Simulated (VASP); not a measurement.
Input of a VASP 6.6.1 run:

INCAR

```
SYSTEM = WS2
  PREC = Accurate
  ENCUT = 520
  EDIFF = 1E-6
  ISMEAR = 0
  SIGMA = 0.02
  LREAL = .FALSE.
  LASPH = .TRUE.
  NELM = 60
  ALGO = Normal
  ISIF = 2
  LWAVE = .FALSE.
  LCHARG = .TRUE.
  GGA = PS
  LELF = .TRUE.
  LVHAR = .TRUE.
  NBANDS = 35
```

File KPOINTS:

```
Automatic mesh
0
G
  12 12 4
  0 0 0
```

Contents of POSCAR:

```
WS2
1.0
    3.1464310406      0.0000000000      0.0000000000
   -1.5732155203      2.7248892124      0.0000000000
    0.0000000000      0.0000000000     12.6664891947
W S
2 4
Direct
    0.6666666667      0.3333333333      0.7500000000
    0.3333333333      0.6666666667      0.2500000000
    0.3333333333      0.6666666667      0.8737559595
    0.6666666667      0.3333333333      0.3737559595
    0.3333333333      0.6666666667      0.6262440405
    0.6666666667      0.3333333333      0.1262440405
```

Potentials or basis: VASP PAW PBE potentials, release 64 (W_sv, S).

Launch:

```bash
$ cat potpaw_PBE.64/W_sv/POTCAR potpaw_PBE.64/S/POTCAR > POTCAR
$ mpirun -np 1 vasp_std > vasp.out
```

**Question.** What does it give for the band gap on the k mesh?

**Answer.** 1.10 eV (least direct gap 1.87 eV).

**Question.** Estimate the pressure.

**Answer.** 0.1 GPa.

**Question.** What does it give for the largest force?

**Answer.** 0.018 eV/Å.

Stress tensor (GPa, compression positive):
```
0.08 0.00 0.00
0.00 0.08 0.00
0.00 0.00 0.17
```

Caveat: the PAW data sets were made with another functional, which shifts forces and pressure a little; spin-orbit coupling is left out, which moves the levels of the heavy elements; this functional lacks dispersion, which binds the layers, so the pressure and a relaxed spacing across them are unreliable. A k mesh can miss the band edges.
